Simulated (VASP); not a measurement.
# Pt (Im-3m) in VASP: a series of runs

The runs below take Pt through single point, with PBEsol.

Program: VASP 6.6.1. These are calculated values, not measurements. Logs are shortened: lines on timing, memory, paths and dates and some standing lists are left out, and cuts for length are marked.

**1. The cell of the first run**

Symmetry: Im-3m, No. 229, cubic system. The conventional cell has a = 3.168 Å, b = 3.168 Å, c = 3.168 Å, α = 90.00°, β = 90.00°, γ = 90.00°. Pt (site symmetry m-3m) has 14 Pt at 2.74 to 3.17 Å within 3.6 Å.

**2. Single point, PBEsol**

INCAR

```
SYSTEM = Pt
PREC     = Accurate       ! precision mode
ENCUT    = 520            ! plane-wave cutoff, eV
EDIFF    = 1E-7           ! SCF threshold, eV
ISMEAR   = 1              ! smearing method
SIGMA    = 0.05           ! smearing width, eV
LREAL    = .False.        ! projectors in reciprocal space
LASPH    = .True.         ! aspherical terms in the spheres
NELM     = 100            ! most SCF steps
ALGO     = Normal         ! electronic algorithm
ISIF     = 2              ! what is computed and relaxed
LWAVE    = .False.        ! write WAVECAR
LCHARG   = .False.        ! write CHGCAR
GGA      = PS             ! functional
NBANDS   = 11             ! bands
```

KPOINTS

```
regular mesh
0
Gamma
  13 13 13
  0 0 0
```

POSCAR

```
Pt
1.0
   -1.5842200000      1.5842200000      1.5842200000
    1.5842200000     -1.5842200000      1.5842200000
    1.5842200000      1.5842200000     -1.5842200000
Pt
1
Direct
    0.0000000000      0.0000000000      0.0000000000
```

Potentials or basis: VASP PAW PBE potentials, release 64 (Pt).

Launch:

```
> cat potpaw_PBE.64/Pt/POTCAR > POTCAR
> mpirun -np 1 vasp_std > vasp.out
```

OUTCAR:

```text
SYSTEM = Pt
   PREC = Accurate
   ENCUT = 520
   EDIFF = 1E-7
   ISMEAR = 1
   LREAL = .False.
   LASPH = .True.
   NELM = 100
   ISIF = 2
   GGA = PS

 ion  position               nearest neighbor table
   1  0.000  0.000  0.000-

  LATTYP: Found a body centered cubic cell.
 ALAT       =     3.1684400000

  Lattice vectors:

 A1 = (  -1.5842200000,   1.5842200000,   1.5842200000)
 A2 = (   1.5842200000,  -1.5842200000,   1.5842200000)
 A3 = (   1.5842200000,   1.5842200000,  -1.5842200000)

Analysis of symmetry for initial positions (statically):
=====================================================================
 Subroutine PRICEL returns:
 Original cell was already a primitive cell.

 Routine SETGRP: Setting up the symmetry group for a
 body centered cubic supercell.

 Subroutine GETGRP returns: Found 48 space group operations
 (whereof 48 operations were pure point group operations)
 out of a pool of 48 trial point group operations.

The static configuration has the point symmetry O_h .

Analysis of symmetry for dynamics (positions and initial velocities):
=====================================================================
 Subroutine PRICEL returns:
 Original cell was already a primitive cell.

 Routine SETGRP: Setting up the symmetry group for a
 body centered cubic supercell.

 Subroutine GETGRP returns: Found 48 space group operations
 (whereof 48 operations were pure point group operations)
 out of a pool of 48 trial point group operations.

The dynamic configuration has the point symmetry O_h .

 Subroutine INISYM returns: Found 48 space group operations
 (whereof 48 operations are pure point group operations),
 and found     1 'primitive' translations

----------------------------------------------------------------------------------------

                                     Primitive cell

  volume of cell :      15.9040

  direct lattice vectors                    reciprocal lattice vectors
    -1.584220000  1.584220000  1.584220000     0.000000000  0.315612731  0.315612731
     1.584220000 -1.584220000  1.584220000     0.315612731  0.000000000  0.315612731
     1.584220000  1.584220000 -1.584220000     0.315612731  0.315612731  0.000000000

  length of vectors
     2.743949530  2.743949530  2.743949530     0.446343804  0.446343804  0.446343804

  position of ions in fractional coordinates (direct lattice)
     0.000000000  0.000000000  0.000000000

  ion indices of the primitive-cell ions
   primitive index   ion index
                 1           1

----------------------------------------------------------------------------------------

 KPOINTS: regular mesh

Automatic generation of k-mesh.
 Grid dimensions read from file:
 generate k-points for:   13   13   13

 Generating k-lattice:

  Cartesian coordinates                     Fractional coordinates (reciprocal lattice)
     0.000000000  0.024277902  0.024277902     0.076923077  0.000000000  0.000000000
     0.024277902  0.000000000  0.024277902     0.000000000  0.076923077  0.000000000
     0.024277902  0.024277902  0.000000000     0.000000000  0.000000000  0.076923077

  Length of vectors
     0.034334139  0.034334139  0.034334139

  Shift w.r.t. Gamma in fractional coordinates (k-lattice)
     0.000000000  0.000000000  0.000000000

 Subroutine IBZKPT returns following result:
 ===========================================

 Found     84 irreducible k-points:

 Following reciprocal coordinates:
            Coordinates               Weight
  0.000000  0.000000  0.000000      1.000000
  0.076923  0.000000  0.000000     12.000000
  0.153846  0.000000  0.000000     12.000000
  0.230769  0.000000  0.000000     12.000000
  0.307692  0.000000  0.000000     12.000000
  0.384615  0.000000  0.000000     12.000000
[... 16 lines left out ...]
  0.153846  0.076923  0.076923     24.000000
  0.230769  0.076923  0.076923     24.000000
 [... further k-points ...]
   k-points           NKPTS =     84   k-points in BZ     NKDIM =     84   number of bands    NBANDS=     11
   number of dos      NEDOS =    301   number of ions     NIONS =      1
   total plane-waves  NPLWV =   8000
   dimension x,y,z NGX =    20 NGY =   20 NGZ =   20
   dimension x,y,z NGXF=    40 NGYF=   40 NGZF=   40
   ions per type =               1
   NGX,Y,Z   is equivalent  to a cutoff of  12.12, 12.12, 12.12 a.u.
   NGXF,Y,Z  is equivalent  to a cutoff of  24.23, 24.23, 24.23 a.u.
 SYSTEM =  Pt
   PREC   = accura    normal or accurate (medium, high low for compatibility)
   ISTART =      0    job   : 0-new  1-cont  2-samecut
   ICHARG =      2    charge: 1-file 2-atom 10-const
   ISPIN  =      1    spin polarized calculation?
   LNONCOLLINEAR =      F non collinear calculations
   LSORBIT =      F    spin-orbit coupling
   LASPH  =      T    aspherical Exc in radial PAW
   ENCUT  =  520.0 eV  38.22 Ry    6.18 a.u.   5.10  5.10  5.10*2*pi/ulx,y,z
   NELM   =    100;   NELMIN=  2; NELMDL= -5     # of ELM steps
   EDIFF  = 0.1E-06   stopping-criterion for ELM
   LREAL  =      F    real-space projection
   EDIFFG = 0.1E-05   stopping-criterion for IOM
   NSW    =      0    number of steps for IOM
   IBRION =     -1    ionic relax: 0-MD 1-quasi-New 2-CG
   NFREE  =      0    steps in history (QN), initial steepest desc. (CG)
   ISIF   =      2    stress and relaxation
   ISYM   =      2    0-nonsym 1-usesym 2-fastsym
   POTIM  = 0.5000    time-step for ionic-motion
   TEBEG  =    0.0;   TEEND  =   0.0 temperature during run
   PSTRESS=    0.0 pullay stress
   NELECT =      10.0000    total number of electrons
   NUPDOWN=      -1.0000    fix difference up-down
   EMIN   =  10.00;   EMAX   =-10.00  energy-range for DOS
   EFERMI =   0.00;   METHOD = LEGACY
   ISMEAR =     1;   SIGMA  =   0.05  broadening in eV -4-tet -1-fermi 0-gaus
   EFERMI_NEDOS =   21; number of points for ismear=-14 and -15
   IALGO  =     38    algorithm
   IMIX   =      4    mixing-type and parameters
     AMIX     =   0.40;   BMIX     =  1.00
     AMIX_MAG =   1.60;   BMIX_MAG =  1.00
  volume/ion in A,a.u.               =      15.90       107.33
  Fermi-wavevector in a.u.,A,eV,Ry     =   1.402510  2.650360 26.763132  1.967035
  Thomas-Fermi vector in A             =   2.525265
   LORBIT       =      0    0 simple, 1 ext, 2 COOP (PROOUT), +10 PAW based schemes
   GGA     = PS    functional components
   LHFCALC =     F    Hartree Fock is set to
   AEXX    =    0.0000 exact exchange contribution
   IVDW    =     0    specifies the selected vdW correction
   LEPSILON=     F    determine dielectric tensor
   LRPA    =     F    only Hartree local field effects (RPA)
 non-spin polarized calculation
 Methfessel and Paxton  Order N= 1 SIGMA  =   0.05
  energy-cutoff  :      520.00
  volume of cell :       15.90
 maximum number of plane-waves:       442
   NGX = 11   NGY = 11   NGZ = 11

 number of electron      10.0000000 magnetization

 Free energy of the ion-electron system (eV)
  ---------------------------------------------------
  ext. energy  EPLUGINS =         0.00000000
  ---------------------------------------------------
  free energy    TOTEN  =        -6.81743237 eV

  energy without entropy =       -6.81774169  energy(sigma->0) =       -6.81753548

 E-fermi :   9.9332     XC(G=0): -13.3102

 val. band max:        9.9001456600   @ k =  -0.3846  -0.4615   0.1538
 cond. band min:       9.9437306800   @ k =  -0.3846  -0.4615   0.2308
 fundamental gap:      0.0435850201
 Fermi energy:         9.9331612976

 k-point     1 :       0.0000    0.0000    0.0000
  band No.  band energies     occupation
      1       0.4059      2.00000
      2       6.4383      2.00000
      3       6.4383      2.00000
      4       6.4383      2.00000
      5       8.9333      2.00000
      6       8.9333      2.00000
      7      26.9891      0.00000
      8      26.9891      0.00000
      9      26.9891      0.00000
     10      36.9184      0.00000
     11      36.9189      0.00000

 k-point     2 :       0.0769    0.0000    0.0000
  band No.  band energies     occupation
      1       0.6445      2.00000
      2       6.3456      2.00000
      3       6.4376      2.00000
      4       6.6289      2.00000
      5       8.8159      2.00000
      6       8.9398      2.00000
      7      27.0914      0.00000
      8      27.1585      0.00000
      9      27.3384      0.00000
     10      34.3430      0.00000
     11      34.8269      0.00000

 k-point     3 :       0.1538    0.0000    0.0000
  band No.  band energies     occupation
      1       1.3199      2.00000
      2       6.0977      2.00000
      3       6.4160      2.00000
      4       7.1834      2.00000
      5       8.5908      2.00000
      6       8.9643      2.00000
      7      27.0061      0.00000
      8      27.0669      0.00000
      9      28.3389      0.00000
     10      32.5597      0.00000
     11      32.6578      0.00000

 k-point     4 :       0.2308    0.0000    0.0000
  band No.  band energies     occupation
      1       2.2677      2.00000
      2       5.7684      2.00000
      3       6.4299      2.00000
      4       8.0460      2.00000
      5       8.4936      2.00000
      6       9.0168      2.00000
      7      25.0253      0.00000
      8      26.2324      0.00000
      9      29.8571      0.00000
     10      31.9990      0.00000
     11      32.1747      0.00000
[... 239 lines left out ...]
 k-point    22 :       0.0769    0.0769    0.0769
  band No.  band energies     occupation
      1       1.7443      2.00000
      2       6.0406      2.00000
      3       6.0406      2.00000
      4       7.7947      2.00000
      5       8.7784      2.00000
      6       8.7784      2.00000
      7      26.9969      0.00000
      8      26.9969      0.00000
      9      28.0274      0.00000
     10      29.9032      0.00000
     11      34.3167      0.00000

 k-point    23 :       0.1538    0.0769    0.0769
  band No.  band energies     occupation
      1       2.6778      2.00000
      2       5.6993      2.00000
      3       5.9108      2.00000
      4       8.6606      2.00000
      5       8.8429      2.00000
      6       8.9433      2.00000
      7      25.1161      0.00000
      8      25.9842      0.00000
      9      27.3959      0.00000
     10      29.0766      0.00000
     11      35.1593      0.00000

 k-point    24 :       0.2308    0.0769    0.0769
  band No.  band energies     occupation
      1       3.5212      2.00000
      2       5.3903      2.00000
      3       6.1569      2.00000
      4       8.6945      2.00000
      5       9.0861      2.00000
      6      10.1146     -0.00000
      7      21.8153      0.00000
      8      24.7134      0.00000
      9      26.1191      0.00000
     10      30.6368      0.00000
     11      36.0660      0.00000

 [... further k-points ...]

------------------------ aborting loop because EDIFF is reached ----------------------------------------

  FORCE on cell =-STRESS in cart. coord.  units (eV):
  Direction    XX          YY          ZZ          XY          YZ          ZX
  --------------------------------------------------------------------------------------
  -------------------------------------------------------------------------------------
  Total       -1.1470171     -1.1470171     -1.1470171      0.0000000      0.0000000     -0.0000000
  in kB     -115.5510847   -115.5510847   -115.5510847      0.0000000      0.0000000     -0.0000000
  external PRESSURE =    -115.5510847 kB  Pullay stress =       0.0000000 kB

 VOLUME and BASIS-vectors are now :
 -----------------------------------------------------------------------------
  energy-cutoff  :      520.00
  volume of cell :       15.90
      direct lattice vectors                 reciprocal lattice vectors
    -1.584220000  1.584220000  1.584220000     0.000000000  0.315612731  0.315612731
     1.584220000 -1.584220000  1.584220000     0.315612731  0.000000000  0.315612731
     1.584220000  1.584220000 -1.584220000     0.315612731  0.315612731  0.000000000

 POSITION                                       TOTAL-FORCE (eV/Angst)
 -----------------------------------------------------------------------------------
      0.00000      0.00000      0.00000        -0.000000     -0.000000     -0.000000
 -----------------------------------------------------------------------------------
    total drift:                                0.000000     -0.000000      0.000000

  FREE ENERGIE OF THE ION-ELECTRON SYSTEM (eV)
  ---------------------------------------------------
  free  energy   TOTEN  =        -6.8174323675 eV

  energy  without entropy=       -6.8177416936  energy(sigma->0) =       -6.81753548
```

It took 8 s on 1 thread of Intel Xeon Platinum 8488C (Sapphire Rapids), shared host; peak memory 0.13 GiB.

What came out:

| Property | Result |
| --- | --- |
| Free energy | -6.8174 eV |
| Pressure | -11.6 GPa |
| Band gap on the k mesh | zero (band 5 reaches 10.80 eV, above the bottom of band 6 at 8.78 eV) |

Caveat: the PAW data sets were made with another functional, which shifts forces and pressure a little; spin-orbit coupling is left out, which moves the levels of the heavy elements.

[end of part 1 of 2]
